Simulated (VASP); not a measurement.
Here is a VASP 6.6.1 calculation.

Contents of INCAR:

```
SYSTEM = Te2Mo
PREC = Accurate
ENCUT = 520
EDIFF = 1E-7
ISMEAR = -1
SIGMA = 0.05
LREAL = .False.
LASPH = .True.
NELM = 80
ALGO = Normal
ISIF = 2
LWAVE = .False.
LCHARG = .False.
GGA = PS
IVDW = 13
NBANDS = 64
```

The input KPOINTS:

```
Automatic mesh
0
Gamma
  4 8 2
  0 0 0
```

Contents of POSCAR:

```
Te2Mo
1.0
    6.2982108507      0.0000000000     -0.0688924049
    0.0000000000      3.4395898848      0.0000000000
   -0.7061198923      0.0000000000     13.0567779103
Te Mo
8 4
Direct
    0.0550378909      0.5000000000      0.3925949014
    0.9449780366      0.0000000000      0.6074058009
    0.5590187579      0.0000000000      0.3437056812
    0.4409964399      0.5000000000      0.6562927267
    0.0943805137      0.0000000000      0.1568885092
    0.9056033484      0.5000000000      0.8431127042
    0.5863871491      0.5000000000      0.1069440832
    0.4135957066      0.0000000000      0.8930550699
    0.3194047623      0.0000000000      0.5062184766
    0.6806121703      0.5000000000      0.4937799771
    0.1824001980      0.5000000000      0.0077353367
    0.8175840162      0.0000000000      0.9922657229
```

Potentials or basis: VASP PAW PBE potentials, release 64 (Te, Mo_sv).

Launch:

```console
$ cat potpaw_PBE.64/Te/POTCAR potpaw_PBE.64/Mo_sv/POTCAR > POTCAR
$ mpirun -np 1 vasp_std > vasp.out
```

(1) Estimate the pressure.

(2) What does it give for the band gap on the k mesh?

(3) What does it give for the largest force?

Answers

(1) 0.1 GPa.

(2) zero (band 52 reaches 9.53 eV, above the bottom of band 53 at 9.00 eV).

(3) 0.029 eV/Å.

Caveat: the PAW data sets were made with another functional, which shifts forces and pressure a little; spin-orbit coupling is left out, which moves the levels of the heavy elements; pairwise dispersion overbinds metals, which lowers pressure and volume.
